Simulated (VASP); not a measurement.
Set up this calculation in VASP 6.6.1, as the native input.

| Item | Value |
| --- | --- |
| Task | single point |
| Functional | PBE |
| Potentials or basis | VASP PAW PBE potentials, release 64 (Be, Se) |
| Cutoff | 520 eV |
| k mesh | 3 × 3 × 3 |
| Occupations | gaussian, width 0.2 eV |
| Spin | no spin polarisation |
| Dipole correction | no |
| Further INCAR settings | ALGO = Normal; EDIFF = 1e-06; NBANDS = 22 |

The structure of Be4Se3 lies in POSCAR:

```
Be4Se3
1.0
    3.3747242958      1.9483979820      2.7480375510
   -3.3747242958      1.9483979820      2.7480375510
    0.0000000000     -3.8967959598      2.7480375540
Be Se
4 3
Direct
    0.0000000000      0.0000000000      0.0000000000
    0.5000000000      0.5000000000      0.0000000000
    0.0000000000      0.5000000000      0.5000000000
    0.5000000000      0.0000000000      0.5000000000
    0.0000000000      0.0000000000      0.5000000000
    0.5000000000      0.0000000000      0.0000000000
    0.0000000000      0.5000000000      0.0000000000
```

The cell was built from a structure type or drawn by symmetry, and may not be a known phase.

The input as run:

INCAR

```
SYSTEM = Be4Se3
  PREC = Accurate
  ENCUT = 520
  EDIFF = 1E-6
  ISMEAR = 0
  SIGMA = 0.2
  LREAL = .FALSE.
  LASPH = .TRUE.
  NELM = 80
  ALGO = Normal
  ISIF = 2
  LWAVE = .FALSE.
  LCHARG = .TRUE.
  GGA = PE
  LELF = .TRUE.
  LVHAR = .TRUE.
  NBANDS = 22
```

KPOINTS

```
Automatic mesh
0
G
  3 3 3
  0 0 0
```

Potentials or basis: VASP PAW PBE potentials, release 64 (Be, Se).

Command:

```console
$ cat potpaw_PBE.64/Be/POTCAR potpaw_PBE.64/Se/POTCAR > POTCAR
$ mpirun -np 1 vasp_std > vasp.out
```

It gave:

```json
{"Pressure": "0.2 GPa", "Band gap on the k mesh": "0.32 eV (least direct gap 0.95 eV)"}
```

Caveat: the k points lie up to 0.44 Å⁻¹ apart; an odd mesh through Γ misses points on the zone boundary, where band edges can lie.

Run time: 18 s on 1 thread of Intel Xeon 8259CL, on a shared host, peak memory 0.2 GiB.
